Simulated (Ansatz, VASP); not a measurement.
# One calculation of In, two programs

```xyz
1
Lattice="0.0000 2.3978 2.3978 2.3978 0.0000 2.3978 2.3978 2.3978 0.0000" Properties=species:S:1:pos:R:3 pbc="T T T"
In    0.0000    0.0000    0.0000
```

Alike in both runs: functional PBE; k mesh 16 × 16 × 16; occupations gaussian, width 0.1 eV; no spin polarisation.

Ansatz relaxed the structure, and its values are those at the end. VASP's run is a single point on that final structure, the one shown.

```csv
,VASP,Ansatz
version,VASP 6.6.1,Ansatz 0.2.0
potentials or method,"VASP PAW PBE potentials, release 64 (In_d), cutoff 500 eV","scalar-relativistic, plane waves, PAW"
valence electrons in the cell,13,13
```

Ansatz gave:

* gap on the k mesh at the Fermi level (eV): none
* pressure (GPa): 0.0

Q: Estimate VASP's values.

A: gap on the k mesh at the Fermi level (eV): none; pressure (GPa): -0.1.

A gap of «none» marks a metal or a gap that the smearing closes.
